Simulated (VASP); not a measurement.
# Co (P6_3/mmc) in VASP: settings compared

The runs below take Co through single point, with PBEsol, PBE, PBE exchange alone.

Everything below comes from runs of VASP 6.6.1. Logs are shortened: lines on timing, memory, paths and dates and some standing lists are left out, and cuts for length are marked.

### 1 The cell of the first run

It takes space group P6_3/mmc (No. 194, hexagonal). The conventional cell has a = 2.472 Å, b = 2.472 Å, c = 4.021 Å, α = 90.00°, β = 90.00°, γ = 120.00°. Co (site symmetry -6m2) has 12 Co at 2.47 Å within 3.3 Å.

### 2 Single point, PBEsol, collinear spin, ferromagnetic start

INCAR

```
  PREC = Accurate
  ENCUT = 690
  EDIFF = 1E-6
  ISMEAR = -1
  SIGMA = 0.05
  LREAL = False
  LASPH = True
  NELM = 200
  ALGO = Normal
  ISIF = 2
  LWAVE = False
  LCHARG = True
  ISPIN = 2
  MAGMOM = 1.5 1.5
  LORBIT = 11
  NUPDOWN = 3.0
  LMAXMIX = 4
  GGA = PS
  LELF = True
  LVHAR = True
  NBANDS = 28
  GGA_COMPAT = False
```

KPOINTS

```
Automatic mesh
0
Gamma
  10 10 6
```

POSCAR

```
Co
1.0
    2.4719999032      0.0000000000      0.0000000000
   -1.2359999516      2.1408147143      0.0000000000
    0.0000000000      0.0000000000      4.0211440800
Co
2
Direct
    0.6666666667      0.3333333333      0.7500000000
    0.3333333333      0.6666666667      0.2500000000
```

Potentials or basis: VASP PAW PBE potentials, release 64 (Co_sv).

Run with:

```bash
> cat potpaw_PBE.64/Co_sv/POTCAR > POTCAR
> mpirun -np 1 vasp_std > vasp.out
```

OUTCAR:

```text
PREC = Accurate
   ENCUT = 690
   EDIFF = 1E-6
   ISMEAR = -1
   LREAL = False
   LASPH = True
   NELM = 200
   ISIF = 2
   ISPIN = 2
   LORBIT = 11
   NUPDOWN = 3.0
   GGA = PS

 ion  position               nearest neighbor table
   1  0.667  0.333  0.750-   2 2.47   2 2.47   2 2.47   2 2.47   2 2.47   2 2.47
   2  0.333  0.667  0.250-   1 2.47   1 2.47   1 2.47   1 2.47   1 2.47   1 2.47

  LATTYP: Found a hexagonal cell.
 ALAT       =     2.4719999032
 C/A-ratio  =     1.6266764715

  Lattice vectors:

 A1 = (   2.4719999032,   0.0000000000,   0.0000000000)
 A2 = (  -1.2359999516,   2.1408147143,   0.0000000000)
 A3 = (   0.0000000000,   0.0000000000,   4.0211440800)

Analysis of symmetry for initial positions (statically):
=====================================================================
 Subroutine PRICEL returns:
 Original cell was already a primitive cell.

 Routine SETGRP: Setting up the symmetry group for a
 hexagonal supercell.

 Subroutine GETGRP returns: Found 24 space group operations
 (whereof 12 operations were pure point group operations)
 out of a pool of 24 trial point group operations.

The static configuration has the point symmetry D_3d.
 The point group associated with its full space group is D_6h.

Analysis of symmetry for dynamics (positions and initial velocities):
=====================================================================
 Subroutine PRICEL returns:
 Original cell was already a primitive cell.

 Routine SETGRP: Setting up the symmetry group for a
 hexagonal supercell.

 Subroutine GETGRP returns: Found 24 space group operations
 (whereof 12 operations were pure point group operations)
 out of a pool of 24 trial point group operations.

The dynamic configuration has the point symmetry D_3d.
 The point group associated with its full space group is D_6h.

Analysis of structural, dynamic, and magnetic symmetry:
=====================================================================
 Subroutine PRICEL returns:
 Original cell was already a primitive cell.

 Routine SETGRP: Setting up the symmetry group for a
 hexagonal supercell.

 Subroutine GETGRP returns: Found 24 space group operations
 (whereof 12 operations were pure point group operations)
[... 104 lines left out ...]
   LREAL  =      F    real-space projection
[... 7 lines left out ...]
   TEBEG  =    0.0;   TEEND  =   0.0 temperature during run
   PSTRESS=    0.0 pullay stress
   NELECT =      34.0000    total number of electrons
   NUPDOWN=       3.0000    fix difference up-down
   EMIN   =  10.00;   EMAX   =-10.00  energy-range for DOS
   EFERMI =   0.00;   METHOD = LEGACY
   ISMEAR =    -1;   SIGMA  =   0.05  broadening in eV -4-tet -1-fermi 0-gaus
   EFERMI_NEDOS =   21; number of points for ismear=-14 and -15
   IALGO  =     38    algorithm
   IMIX   =      4    mixing-type and parameters
     AMIX     =   0.40;   BMIX     =  1.00
     AMIX_MAG =   1.60;   BMIX_MAG =  1.00
  volume/ion in A,a.u.               =      10.64        71.80
  Fermi-wavevector in a.u.,A,eV,Ry     =   1.913854  3.616659 49.835912  3.662836
  Thomas-Fermi vector in A             =   2.949907
   LORBIT       =     11    0 simple, 1 ext, 2 COOP (PROOUT), +10 PAW based schemes
   GGA     = PS    functional components
   LHFCALC =     F    Hartree Fock is set to
   AEXX    =    0.0000 exact exchange contribution
   IVDW    =     0    specifies the selected vdW correction
   LEPSILON=     F    determine dielectric tensor
   LRPA    =     F    only Hartree local field effects (RPA)
 spin polarized calculation
  energy-cutoff  :      690.00
  volume of cell :       21.28
 maximum number of plane-waves:       889
 NGX is ok and might be reduce to    24
   NGX = 11   NGY = 11   NGZ = 17

 number of electron      34.0000034 magnetization       3.0000004

 Free energy of the ion-electron system (eV)
  ---------------------------------------------------
  ext. energy  EPLUGINS =         0.00000000
  ---------------------------------------------------
  free energy    TOTEN  =       -15.61108686 eV

  energy without entropy =      -15.59397292  energy(sigma->0) =      -15.60252989

 E-fermi :  12.1356     XC(G=0): -14.2235

 val. band max:       12.1273182064   @ k =   0.4000   0.0000   0.3333
 cond. band min:      11.9361034013   @ k =   0.3000   0.1000   0.1667
 fundamental gap:     -0.1912148051
 Fermi energy:        11.9209205534

 spin component 1

 k-point     1 :       0.0000    0.0000    0.0000
  band No.  band energies     occupation
      1     -83.5817      1.00000
      2     -83.5205      1.00000
      3     -47.1207      1.00000
      4     -46.8146      1.00000
      5     -46.8146      1.00000
      6     -46.7693      1.00000
[... 733 lines left out ...]
     27      36.4543      0.00000
     28      36.9364      0.00000

 [... further k-points ...]

 spin component 2

 k-point     1 :       0.0000    0.0000    0.0000
  band No.  band energies     occupation
      1     -81.6728      1.00000
      2     -81.6073      1.00000
      3     -45.2666      1.00000
      4     -44.9541      1.00000
      5     -44.9541      1.00000
      6     -44.9009      1.00000
[... 733 lines left out ...]
     27      36.6195      0.00000
     28      37.3018      0.00000

 [... further k-points ...]
[... 5 lines left out ...]
  --------------------------------------------------------------------------------------
  -------------------------------------------------------------------------------------
  Total       -1.0051329     -1.0051329     -1.3736513     -0.0000000      0.0000000      0.0000000
  in kB      -75.6757775    -75.6757775   -103.4212799     -0.0000000      0.0000000      0.0000000
  external PRESSURE =     -84.9242783 kB  Pullay stress =       0.0000000 kB

 VOLUME and BASIS-vectors are now :
 -----------------------------------------------------------------------------
  energy-cutoff  :      690.00
  volume of cell :       21.28
      direct lattice vectors                 reciprocal lattice vectors
     2.471999903  0.000000000  0.000000000     0.404530760  0.233555943  0.000000000
    -1.235999952  2.140814714  0.000000000     0.000000000  0.467111887  0.000000000
     0.000000000  0.000000000  4.021144080     0.000000000  0.000000000  0.248685444

 POSITION                                       TOTAL-FORCE (eV/Angst)
 -----------------------------------------------------------------------------------
      1.23600      0.71360      3.01586         0.000000     -0.000000      0.000000
     -0.00000      1.42721      1.00529        -0.000000      0.000000      0.000000
 -----------------------------------------------------------------------------------
    total drift:                               -0.000000      0.000000     -0.000000

  FREE ENERGIE OF THE ION-ELECTRON SYSTEM (eV)
  ---------------------------------------------------
  free  energy   TOTEN  =       -15.6110868587 eV

  energy  without entropy=      -15.5939729192  energy(sigma->0) =      -15.60252989

 total charge

# of ion       s       p       d       tot
------------------------------------------
    1        2.250   6.125   6.695  15.069
    2        2.250   6.125   6.695  15.069
--------------------------------------------------
tot          4.499  12.249  13.390  30.138

 magnetization (x)

# of ion       s       p       d       tot
------------------------------------------
    1       -0.006  -0.015   1.585   1.565
    2       -0.006  -0.015   1.585   1.565
--------------------------------------------------
tot         -0.012  -0.029   3.171   3.129
```

stdout:

```text
POSCAR found type information on POSCAR Co
 POSCAR found :  1 types and       2 ions
 scaLAPACK will be used
 -----------------------------------------------------------------------------
|                                                                             |
|                                                                             |
|     You enforced a specific xc type in the INCAR file but a different       |
|     I HOPE YOU KNOW WHAT YOU ARE DOING!                                     |
|                                                                             |
 -----------------------------------------------------------------------------

 LDA part: xc-table for (Slater+PW92), standard interpolation
 POSCAR, INCAR and KPOINTS ok, starting setup
 FFT: planning ... GRIDC
 FFT: planning ... GRID_SOFT
 FFT: planning ... GRID
 WAVECAR not read
 entering main loop
```

It took 36 s on 1 thread of Intel Xeon 6975P-C (Granite Rapids), shared host; peak memory 0.2 GiB.

What came out:

- Free energy: -15.6111 eV
- Pressure: -8.5 GPa
- Net moment: 3.00 μB per cell
- Site moments: Co +1.56 μB
- Valence electrons inside the program's atomic spheres: Co 15.07

Stress tensor (GPa, compression positive):
```
 -7.57   0.00   0.00
  0.00  -7.57   0.00
  0.00   0.00 -10.34
```

Caveat: the cell stands under tension; the PAW data sets were made with another functional, which shifts forces and pressure a little; the total moment is fixed, so each spin has its own Fermi level and the state may be an excited one.

### 3 Single point, PBE, collinear spin, ferromagnetic start

INCAR

```
PREC = Accurate ; ENCUT = 690
EDIFF = 1E-6 ; ISMEAR = 0
SIGMA = 0.014 ; LREAL = False
LASPH = True ; NELM = 200
ALGO = Normal ; ISIF = 2
LWAVE = False ; LCHARG = False
ISPIN = 2 ; MAGMOM = 2 2
LORBIT = 11 ; LMAXMIX = 4
GGA = PE ; NBANDS = 28
GGA_COMPAT = False
```

KPOINTS

```
regular mesh
0
Gamma
  12 12 7
```

POSCAR is that of step 2.

Potentials or basis: VASP PAW PBE potentials, release 64 (Co_sv).

Run with:

```bash
> cat potpaw_PBE.64/Co_sv/POTCAR > POTCAR
> mpirun -np 1 vasp_std > vasp.out
```

Wall time 1.8 min (1 thread of Intel Xeon Platinum 8259CL at 2.50GHz (Skylake/Cascade Lake), shared host); peak memory 0.22 GiB.

It converged, with:

```
Free energy                                           : -14.2338 eV
Pressure                                              : 3.4 GPa
Net moment                                            : 3.22 μB per cell
Site moments                                          : Co +1.68 μB
Valence electrons inside the program's atomic spheres : Co 15.07
```

Stress tensor (GPa, compression positive):
```
4.56 0.00 0.00
0.00 4.56 0.00
0.00 0.00 1.12
```

Levels at points of the mesh, in eV from the Fermi level:
Spin up:
| k point | band 16 | band 17 | band 18 | band 19 | band 20 | band 21 | band 22 | band 23 |
| --- | --- | --- | --- | --- | --- | --- | --- | --- |
| (0.00, 0.00, 0.00) | -1.91 | -1.91 | -0.79 | -0.79 | -0.24 | 6.41 | 22.07 | 24.82 |
| (0.50, 0.00, 0.00) | -0.64 | -0.57 | -0.49 | 1.34 | 3.40 | 9.74 | 10.41 | 12.81 |
Spin down:
| k point | band 13 | band 14 | band 15 | band 16 | band 17 | band 18 |
| --- | --- | --- | --- | --- | --- | --- |
| (0.00, 0.00, 0.00) | -0.97 | -0.60 | -0.60 | -0.30 | -0.14 | -0.14 |
| (0.50, 0.00, 0.00) | -1.12 | -1.09 | -0.65 | 1.26 | 1.36 | 1.43 |

Caveat: the cell stands under pressure.

### 4 Single point, PBE exchange alone, collinear spin, ferromagnetic start

This run uses another cell than the first one, of 10.21 Å³/atom.

INCAR

```
AGGAC = 0.0 ; ALDAC = 0.0
ALGO = Normal ; EDIFF = 1E-6
ENCUT = 690 ; GGA = PE
GGA_COMPAT = False ; ISIF = 2
ISMEAR = -1 ; ISPIN = 2
LASPH = True ; LCHARG = False
LMAXMIX = 4 ; LORBIT = 11
LREAL = False ; LWAVE = False
MAGMOM = 2 2 ; NBANDS = 28
NELM = 200 ; PREC = Accurate
SIGMA = 0.05
```

KPOINTS

```
k-points
0
Gamma
  12 12 7
```

POSCAR

```
Co
1.0
    2.4385904036      0.0000000000      0.0000000000
   -1.2192952018      2.1118812389      0.0000000000
    0.0000000000      0.0000000000      3.9667976331
Co
2
Direct
    0.6666666667      0.3333333333      0.7500000000
    0.3333333333      0.6666666667      0.2500000000
```

Run with:

```bash
> cat potpaw_PBE.64/Co_sv/POTCAR > POTCAR
> mpirun -np 1 vasp_std > vasp.out
```

Wall time 1.9 min (1 thread of Intel Xeon Platinum 8259CL at 2.50GHz (Skylake/Cascade Lake), shared host); peak memory 0.23 GiB.

It converged, with:

```
Free energy                                           : -10.0574 eV
Pressure                                              : 44.4 GPa
Net moment                                            : 3.24 μB per cell
Site moments                                          : Co +1.70 μB
Valence electrons inside the program's atomic spheres : Co 15.14
```

Stress tensor (GPa, compression positive):
```
45.41  0.00  0.00
 0.00 45.41  0.00
 0.00  0.00 42.39
```

Levels at points of the mesh, in eV from the Fermi level:
Spin up:
```csv
k point,band 16,band 17,band 18,band 19,band 20,band 21,band 22,band 23
"(0.00, 0.00, 0.00)",-2.14,-2.14,-0.94,-0.94,-0.12,6.69,22.67,25.49
"(0.50, 0.00, 0.00)",-0.78,-0.71,-0.62,1.42,3.57,10.11,10.76,13.35
```
Spin down:
```tsv
k point	band 11	band 12	band 13	band 14	band 15	band 16	band 17	band 18	band 19	band 20
(0.00, 0.00, 0.00)	-1.11	-1.04	-1.04	-0.64	-0.64	-0.24	-0.15	-0.15	1.18	1.18
(0.50, 0.00, 0.00)	-3.56	-1.95	-1.20	-1.15	-0.69	1.36	1.46	1.53	2.80	4.65
```

Caveat: the cell stands under pressure.

### 5 The runs side by side

```csv
level,fixed moment (μB),cell,k mesh,smearing,gap on the mesh (eV),pressure (GPa),moment (μB)
PBEsol,3.0,"a = 2.472, b = 2.472, c = 4.021 Å, angles 90.0, 90.0, 120.0°, 2 atoms",10 × 10 × 6,fermi-dirac 0.05 eV,-,-8.5,3.00
PBE,-,"a = 2.472, b = 2.472, c = 4.021 Å, angles 90.0, 90.0, 120.0°, 2 atoms",12 × 12 × 7,gaussian 0.014 eV,none,3.4,3.22
PBE exchange alone,-,"a = 2.439, b = 2.439, c = 3.967 Å, angles 90.0, 90.0, 120.0°, 2 atoms",12 × 12 × 7,fermi-dirac 0.05 eV,none,44.4,3.24
```

Alike in all rows: task single point; potentials or basis VASP PAW PBE potentials, release 64 (Co_sv); spin collinear, ferromagnetic start; cutoff (eV) 690.

Caveats: the cell stands under pressure (at least some runs); the cell stands under tension (at least some runs); the PAW data sets were made with another functional, which shifts forces and pressure a little (at least some runs); the total moment is fixed, so each spin has its own Fermi level and the state may be an excited one (at least some runs).

Total energies depend on the potentials used, so only differences within one code and one set of settings carry meaning.
